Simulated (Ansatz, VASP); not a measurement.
## One calculation of KBr, two programs

INCAR

```
SYSTEM = KBr
PREC = Accurate
ENCUT = 520
EDIFF = 1E-6
ISMEAR = 1
SIGMA = 0.5
LREAL = .FALSE.
LASPH = .TRUE.
NELM = 60
ALGO = Normal
ISIF = 2
LWAVE = .FALSE.
LCHARG = .FALSE.
GGA = PE
NBANDS = 15
```

File KPOINTS:

```
regular mesh
0
G
  4 4 4
  0 0 0
```

Contents of POSCAR:

```
KBr
1.0
    0.0000000000      3.3022478341      3.3022478341
    3.3022478341      0.0000000000      3.3022478341
    3.3022478341      3.3022478341      0.0000000000
K Br
1 1
Direct
    0.0000000000      0.0000000000      0.0000000000
    0.5000000000      0.5000000000      0.5000000000
```

Input for Ansatz:

```yaml
crystal:
  lattice:
    - [0.0, 3.3022478341, 3.3022478341]
    - [3.3022478341, 0.0, 3.3022478341]
    - [3.3022478341, 3.3022478341, 0.0]
  atoms:
    - { symbol: K, position: [0.0, 0.0, 0.0] }
    - { symbol: Br, position: [0.5, 0.5, 0.5] }
kpoints:
  mp_grid: { grid: [4, 4, 4] }
hamiltonian:
  xc: pbe
scf:
  occupations: { method: methfessel_paxton, width: 0.5 }
  n_extra_bands: 4
output:
  forces: true
  stress: true
  eigenvalues: true
```

Alike in both runs: task single point; functional PBE; k mesh 4 × 4 × 4; occupations methfessel-paxton of order 1, width 0.5 eV; no spin polarisation.

|  | VASP | Ansatz |
| --- | --- | --- |
| version | VASP 6.6.1 | Ansatz 0.2.0 |
| potentials or method | VASP PAW PBE potentials, release 64 (K_sv, Br) | plane waves |
| plane-wave cutoff (eV) | 520 | 420 |
| valence electrons in the cell | 16 | 16 |

|  | VASP | Ansatz | Ansatz less VASP |
| --- | --- | --- | --- |
| pressure (GPa) | 0.6 | 0.7 | +0.09 |
